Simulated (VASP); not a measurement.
# Hf (P6_3/mmc) in VASP: settings compared, part 2 of 2

VASP 6.6.1. The steps go on from the part before.

## (4) Single point, PBE0

This run uses another cell than the first one, of 22.38 Å³/atom.

Contents of POSCAR:

```
Hf
1.0
    3.1967000000      0.0000000000      0.0000000000
   -1.5983500000      2.7684234083      0.0000000000
    0.0000000000      0.0000000000      5.0578000000
Hf
2
Direct
    0.6666666667      0.3333333333      0.7500000000
    0.3333333333      0.6666666667      0.2500000000
```

Contents of INCAR.step1:

```
ALGO     = Normal         # electronic algorithm
EDIFF    = 1E-5           # SCF threshold, eV
ENCUT    = 520            # plane-wave cutoff, eV
GGA      = PE             # functional
ISIF     = 2              # what is computed and relaxed
ISMEAR   = -1             # smearing method
LASPH    = T              # aspherical terms in the spheres
LCHARG   = F              # write CHGCAR
LREAL    = F              # projectors in reciprocal space
LWAVE    = T              # write WAVECAR
NBANDS   = 17             # bands
NELM     = 100            # most SCF steps
PREC     = Accurate       # precision mode
SIGMA    = 0.05           # smearing width, eV
```

Contents of INCAR.step2:

```
AEXX     = 0.25           # exact-exchange fraction
ALGO     = Normal         # electronic algorithm
EDIFF    = 1E-6           # SCF threshold, eV
ENCUT    = 520            # plane-wave cutoff, eV
GGA      = PE             # functional
ISIF     = 2              # what is computed and relaxed
ISMEAR   = -1             # smearing method
ISTART   = 1            
LASPH    = T              # aspherical terms in the spheres
LCHARG   = F              # write CHGCAR
LHFCALC  = T              # exact exchange
LREAL    = F              # projectors in reciprocal space
LWAVE    = F              # write WAVECAR
NBANDS   = 17             # bands
NELM     = 100            # most SCF steps
PREC     = Accurate       # precision mode
PRECFOCK = Normal       
SIGMA    = 0.05           # smearing width, eV
```

Contents of KPOINTS:

```
k-points
0
Gamma
  5 5 3
```

Potentials or basis: VASP PAW PBE potentials, release 64 (Hf_pv).

On the command line:

```sh
cat potpaw_PBE.64/Hf_pv/POTCAR > POTCAR
cp INCAR.step1 INCAR
mpirun -np 1 vasp_std > vasp.out
cp INCAR.step2 INCAR
mpirun -np 1 vasp_std > vasp.out
```

OUTCAR:

```text
AEXX = 0.25
   EDIFF = 1E-6
   ENCUT = 520
   GGA = PE
   ISIF = 2
   ISMEAR = -1
   ISTART = 1
   LASPH = T
   LHFCALC = T
   LREAL = F
   NELM = 100
   PREC = Accurate
   PRECFOCK = Normal

 ion  position               nearest neighbor table
   1  0.667  0.333  0.750-   2 3.13   2 3.13   2 3.13   2 3.13   2 3.13   2 3.13
   2  0.333  0.667  0.250-   1 3.13   1 3.13   1 3.13   1 3.13   1 3.13   1 3.13

  LATTYP: Found a hexagonal cell.
 ALAT       =     3.1967000000
 C/A-ratio  =     1.5821941377

  Lattice vectors:

 A1 = (   3.1967000000,   0.0000000000,   0.0000000000)
 A2 = (  -1.5983500000,   2.7684234083,   0.0000000000)
 A3 = (   0.0000000000,   0.0000000000,   5.0578000000)

Analysis of symmetry for initial positions (statically):
=====================================================================
 Subroutine PRICEL returns:
 Original cell was already a primitive cell.

 Routine SETGRP: Setting up the symmetry group for a
 hexagonal supercell.

 Subroutine GETGRP returns: Found 24 space group operations
 (whereof 12 operations were pure point group operations)
 out of a pool of 24 trial point group operations.

The static configuration has the point symmetry D_3d.
 The point group associated with its full space group is D_6h.

Analysis of symmetry for dynamics (positions and initial velocities):
=====================================================================
 Subroutine PRICEL returns:
 Original cell was already a primitive cell.

 Routine SETGRP: Setting up the symmetry group for a
 hexagonal supercell.

 Subroutine GETGRP returns: Found 24 space group operations
 (whereof 12 operations were pure point group operations)
 out of a pool of 24 trial point group operations.

The dynamic configuration has the point symmetry D_3d.
 The point group associated with its full space group is D_6h.

 Subroutine INISYM returns: Found 24 space group operations
 (whereof 12 operations are pure point group operations),
 and found     1 'primitive' translations

----------------------------------------------------------------------------------------

                                     Primitive cell

  volume of cell :      44.7606

  direct lattice vectors                    reciprocal lattice vectors
     3.196700000  0.000000000  0.000000000     0.312822598  0.180608211  0.000000000
    -1.598350000  2.768423408  0.000000000     0.000000000  0.361216423  0.000000000
     0.000000000  0.000000000  5.057800000     0.000000000  0.000000000  0.197714421

  length of vectors
     3.196700000  3.196700000  5.057800000     0.361216423  0.361216423  0.197714421

  position of ions in fractional coordinates (direct lattice)
     0.666666667  0.333333333  0.750000000
     0.333333333  0.666666667  0.250000000

  ion indices of the primitive-cell ions
   primitive index   ion index
                 1           1
                 2           2

----------------------------------------------------------------------------------------

 KPOINTS: k-points
[... 27 lines left out ...]
  0.400000  0.000000  0.000000      6.000000
  0.200000  0.200000  0.000000      6.000000
  0.400000  0.200000  0.000000      6.000000
  0.000000  0.000000  0.333333      2.000000
  0.200000  0.000000  0.333333     12.000000
  0.400000  0.000000  0.333333     12.000000
  0.200000  0.200000  0.333333     12.000000
  0.400000  0.200000  0.333333     12.000000
   k-points           NKPTS =     10   k-points in BZ     NKDIM =     75   number of bands    NBANDS=     17
   number of dos      NEDOS =    301   number of ions     NIONS =      2
   total plane-waves  NPLWV =  23040
   dimension x,y,z NGX =    24 NGY =   24 NGZ =   40
   dimension x,y,z NGXF=    48 NGYF=   48 NGZF=   80
   ions per type =               2
   NGX,Y,Z   is equivalent  to a cutoff of  12.48, 12.48, 13.15 a.u.
   NGXF,Y,Z  is equivalent  to a cutoff of  24.96, 24.96, 26.30 a.u.
 SYSTEM =  unknown system
   PREC   = accura    normal or accurate (medium, high low for compatibility)
   ISTART =      1    job   : 0-new  1-cont  2-samecut
   ICHARG =      0    charge: 1-file 2-atom 10-const
   ISPIN  =      1    spin polarized calculation?
   LNONCOLLINEAR =      F non collinear calculations
   LSORBIT =      F    spin-orbit coupling
   LASPH  =      T    aspherical Exc in radial PAW
   ENCUT  =  520.0 eV  38.22 Ry    6.18 a.u.   5.94  5.94  9.40*2*pi/ulx,y,z
   NELM   =    100;   NELMIN=  2; NELMDL=  0     # of ELM steps
   EDIFF  = 0.1E-05   stopping-criterion for ELM
   LREAL  =      F    real-space projection
   EDIFFG = 0.1E-04   stopping-criterion for IOM
   NSW    =      0    number of steps for IOM
   IBRION =     -1    ionic relax: 0-MD 1-quasi-New 2-CG
   NFREE  =      0    steps in history (QN), initial steepest desc. (CG)
   ISIF   =      2    stress and relaxation
   ISYM   =      3    0-nonsym 1-usesym 2-fastsym
   POTIM  = 0.5000    time-step for ionic-motion
   TEBEG  =    0.0;   TEEND  =   0.0 temperature during run
   PSTRESS=    0.0 pullay stress
   NELECT =      20.0000    total number of electrons
   NUPDOWN=      -1.0000    fix difference up-down
   EMIN   =  10.00;   EMAX   =-10.00  energy-range for DOS
   EFERMI =   0.00;   METHOD = LEGACY
   ISMEAR =    -1;   SIGMA  =   0.05  broadening in eV -4-tet -1-fermi 0-gaus
   EFERMI_NEDOS =   21; number of points for ismear=-14 and -15
   IALGO  =     38    algorithm
   IMIX   =      1    mixing-type and parameters
     AMIX     =   0.40;   BMIX     =  1.00
     AMIX_MAG =   1.60;   BMIX_MAG =  1.00
  volume/ion in A,a.u.               =      22.38       151.03
  Fermi-wavevector in a.u.,A,eV,Ry     =   1.251563  2.365112 21.312311  1.566411
  Thomas-Fermi vector in A             =   2.385505
   LORBIT       =      0    0 simple, 1 ext, 2 COOP (PROOUT), +10 PAW based schemes
   GGA     = PE    functional components
   LHFCALC =     T    Hartree Fock is set to
   PRECFOCK=normal    Normal, Fast or Accurate (Low or Medium for compatibility)
   ENCUT4O =  -1.0   cutoff for four orbital integrals eV
   NKREDX  =     1    reduce k-point grid by
   NKREDY  =     1    reduce k-point grid by
   NKREDZ  =     1    reduce k-point grid by
   AEXX    =    0.2500 exact exchange contribution
   HFSCREEN=    0.0000 screening length (either q_TF or 0.3 A-1)
   HFSCREENC=   0.0000 screening length for correlation (either q_TF or 0.3 A-1)
   ENCUTFOCK=  -1.0 apply spherical cutoff to Coloumb kernel
   IVDW    =     0    specifies the selected vdW correction
   LEPSILON=     F    determine dielectric tensor
   LRPA    =     F    only Hartree local field effects (RPA)
 non-spin polarized calculation
  energy-cutoff  :      520.00
  volume of cell :       44.76
 maximum number of plane-waves:      1216
 NGX is ok and might be reduce to    24
  NGX = 18; NGY = 18; NGZ = 30

 number of electron      20.0000004 magnetization

 Free energy of the ion-electron system (eV)
  ---------------------------------------------------
  ext. energy  EPLUGINS =         0.00000000
  ---------------------------------------------------
  free energy    TOTEN  =       -24.57264338 eV

  energy without entropy =      -24.56236791  energy(sigma->0) =      -24.56750565

 E-fermi :   4.9645     XC(G=0):  -8.8807

 val. band max:        4.5828667860   @ k =   0.4000   0.2000   0.3333
 cond. band min:       4.9990479083   @ k =   0.2000   0.0000   0.3333
 fundamental gap:      0.4161811224
 Fermi energy:         4.9644735105

 k-point     1 :       0.0000    0.0000    0.0000
  band No.  band energies     occupation
      1     -29.0291      2.00000
      2     -28.1956      2.00000
      3     -28.1956      2.00000
      4     -28.0587      2.00000
      5     -28.0587      2.00000
      6     -28.0526      2.00000
[... 177 lines left out ...]
      4     -28.3959      2.00000
      5     -28.2820      2.00000
      6     -28.2057      2.00000
[... 9 lines left out ...]
     16      11.8788      0.00000
     17      13.1968      0.00000

------------------------ aborting loop because EDIFF is reached ----------------------------------------

  FORCE on cell =-STRESS in cart. coord.  units (eV):
  Direction    XX          YY          ZZ          XY          YZ          ZX
  --------------------------------------------------------------------------------------
  -------------------------------------------------------------------------------------
  Total       -0.2466252     -0.2466252     -0.5600117      0.0000000      0.0000000      0.0000000
  in kB       -8.8277901     -8.8277901    -20.0452588      0.0000000      0.0000000      0.0000000
  external PRESSURE =     -12.5669463 kB  Pullay stress =       0.0000000 kB

 VOLUME and BASIS-vectors are now :
 -----------------------------------------------------------------------------
  energy-cutoff  :      520.00
  volume of cell :       44.76
      direct lattice vectors                 reciprocal lattice vectors
     3.196700000  0.000000000  0.000000000     0.312822598  0.180608211  0.000000000
    -1.598350000  2.768423408  0.000000000     0.000000000  0.361216423  0.000000000
     0.000000000  0.000000000  5.057800000     0.000000000  0.000000000  0.197714421

 POSITION                                       TOTAL-FORCE (eV/Angst)
 -----------------------------------------------------------------------------------
      1.59835      0.92281      3.79335        -0.000000     -0.000000     -0.000000
     -0.00000      1.84562      1.26445         0.000000      0.000000      0.000000
 -----------------------------------------------------------------------------------
    total drift:                               -0.000000      0.000000     -0.000000

  FREE ENERGIE OF THE ION-ELECTRON SYSTEM (eV)
  ---------------------------------------------------
  free  energy   TOTEN  =       -24.5726433804 eV

  energy  without entropy=      -24.5623679120  energy(sigma->0) =      -24.56750565
```

Run time: 7.3 min. Hardware: 1 thread of Intel Xeon Platinum 8488C (Sapphire Rapids), shared host; peak memory 0.17 GiB.

What came out:

```
Free energy            : -24.5726 eV
Pressure               : -1.3 GPa
Band gap on the k mesh : zero (bands 10 and 11 overlap by 2.23 eV)
```

Caveat: the k points lie up to 0.45 Å⁻¹ apart, too coarse for converged energies and pressures of a metal; the PAW data sets were made with another functional, which shifts forces and pressure a little; spin-orbit coupling is left out, which moves the levels of the heavy elements.

## (5) Single point, B3LYP

This run uses another cell than the first one, of 22.89 Å³/atom.

Contents of POSCAR:

```
Hf
1.0
    3.2509737336      0.0000000000      0.0000000000
   -1.6254868668      2.8154258403      0.0000000000
    0.0000000000      0.0000000000      5.0023872614
Hf
2
Direct
    0.6666666667      0.3333333333      0.7500000000
    0.3333333333      0.6666666667      0.2500000000
```

Contents of INCAR.step1:

```
SYSTEM = Hf
ALGO = Normal
EDIFF = 1E-5
ENCUT = 520
GGA = PE
ISIF = 2
ISMEAR = -1
LASPH = .True.
LREAL = .False.
LWAVE = .True.
NBANDS = 17
NELM = 80
PREC = Accurate
SIGMA = 0.05
```

Contents of INCAR.step2:

```
SYSTEM = Hf
AEXX = 0.2
AGGAC = 0.81
AGGAX = 0.72
ALDAC = 0.19
ALGO = Normal
EDIFF = 1E-7
ENCUT = 520
GGA = B3
ISIF = 2
ISMEAR = -1
ISTART = 1
LASPH = .True.
LCHARG = .True.
LELF = .True.
LHFCALC = .True.
LREAL = .False.
LVHAR = .True.
LWAVE = .False.
NBANDS = 17
NELM = 80
PREC = Accurate
PRECFOCK = Normal
SIGMA = 0.05
```

Contents of KPOINTS:

```
k-points
0
Gamma
  5 5 3
  0 0 0
```

On the command line:

```sh
cat potpaw_PBE.64/Hf_pv/POTCAR > POTCAR
cp INCAR.step1 INCAR
mpirun -np 1 vasp_std > vasp.out
cp INCAR.step2 INCAR
mpirun -np 1 vasp_std > vasp.out
```

It took 12 min on 1 thread of Intel Xeon Platinum 8488C (Sapphire Rapids), shared host; peak memory 0.17 GiB.

The run converged. Its results:

| Quantity | Value |
| --- | --- |
| Free energy | -21.3003 eV |
| Pressure | -1.6 GPa |
| Band gap on the k mesh | zero (bands 10 and 11 overlap by 1.54 eV) |

Stress tensor (GPa, compression positive):
```
-1.20  0.00  0.00
 0.00 -1.20  0.00
 0.00  0.00 -2.26
```

Levels at points of the mesh, in eV from the Fermi level:
```
           k point  band 6  band 7  band 8  band 9  band 10  band 11  band 12  band 13  band 14  band 15
(0.00, 0.00, 0.00)  -32.47   -8.43   -4.30    1.01     1.54     1.54     2.31     2.60     2.60     3.06
```

Caveat: the k points lie up to 0.45 Å⁻¹ apart, too coarse for converged energies and pressures of a metal; the PAW data sets were made with another functional, which shifts forces and pressure a little; spin-orbit coupling is left out, which moves the levels of the heavy elements.

## (6) The runs side by side

| level | spin | cell | k mesh | share of exact exchange | screening parameter | gap on the mesh (eV) | pressure (GPa) |
| --- | --- | --- | --- | --- | --- | --- | --- |
| HSE06 | off | a = 3.239, b = 3.239, c = 5.124 Å, angles 90.0, 90.0, 120.0°, 2 atoms | 6 × 6 × 4 | 0.25 | 0.2079 1/Å | none | -4.0 |
| PBE0 | non-collinear, zero start, SOC | a = 3.197, b = 3.197, c = 5.058 Å, angles 90.0, 90.0, 120.0°, 2 atoms | 4 × 4 × 2 | 0.25 | - | - | -1.7 |
| PBE0 | off | a = 3.197, b = 3.197, c = 5.058 Å, angles 90.0, 90.0, 120.0°, 2 atoms | 5 × 5 × 3 | 0.25 | - | none | -1.3 |
| B3LYP | off | a = 3.251, b = 3.251, c = 5.002 Å, angles 90.0, 90.0, 120.0°, 2 atoms | 5 × 5 × 3 | 0.2 | - | none | -1.6 |

Alike in all rows: task single point; potentials or basis VASP PAW PBE potentials, release 64 (Hf_pv); cutoff (eV) 520; smearing fermi-dirac 0.05 eV.

Caveats: all runs use coarse meshes; the PAW data sets were made with another functional, which shifts forces and pressure a little; spin-orbit coupling is left out, which moves the levels of the heavy elements (at least some runs); a moment this small can come from the mesh or the smearing (at least some runs).

Absolute energies hang on the potentials; compare differences alone.

The gap in the log of VASP goes by the Fermi energy; the results here count the filled bands.